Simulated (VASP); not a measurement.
Write the native input for VASP 6.6.1 that does the following.

```yaml
Task: single point
Functional: revPBE
Potentials_or_basis: VASP PAW PBE potentials, release 64 (Pd)
Cutoff: 520 eV
k_mesh: 16 × 16 × 16
Occupations: fermi-dirac, width 0.05 eV
Spin: collinear spin, ferromagnetic start
Starting_moments: "[0.5] μB"
Dipole_correction: no
Further_INCAR_settings: ALGO = Normal; EDIFF = 1e-06; NBANDS = 15
```

The structure of Pd lies in POSCAR:

```
Pd
1.0
   -1.6410648502      1.6410648502      1.6410648502
    1.6410648502     -1.6410648502      1.6410648502
    1.6410648502      1.6410648502     -1.6410648502
Pd
1
Direct
    0.0000000000      0.0000000000      0.0000000000
```

This cell differs from its parent crystal: volume scaled by 1.12.

One way to write it, as run:

INCAR

```
PREC = Accurate ; ENCUT = 520
EDIFF = 1E-6 ; ISMEAR = -1
SIGMA = 0.05 ; LREAL = False
LASPH = True ; NELM = 150
ALGO = Normal ; ISIF = 2
LWAVE = False ; LCHARG = True
ISPIN = 2 ; MAGMOM = 0.5
LORBIT = 11 ; LMAXMIX = 4
GGA = RE ; LELF = True
LVHAR = True ; NBANDS = 15
```

KPOINTS

```
regular mesh
0
Gamma
  16 16 16
```

Potentials or basis: VASP PAW PBE potentials, release 64 (Pd).

Command:

```console
$ cat potpaw_PBE.64/Pd/POTCAR > POTCAR
$ mpirun -np 1 vasp_std > vasp.out
```

It gave:

```json
{"Pressure": "-12.5 GPa", "Band gap on the k mesh": "zero (filled and empty bands overlap)", "Net moment": "0.00 μB per cell", "Valence electrons inside the program's atomic spheres": "Pd 9.15"}
```

Caveat: the PAW data sets were made with another functional, which shifts forces and pressure a little.

It took 52 s on 1 thread of Intel(R) Xeon(R) Platinum 8488C (Sapphire Rapids), on a shared host, peak memory 0.19 GiB.
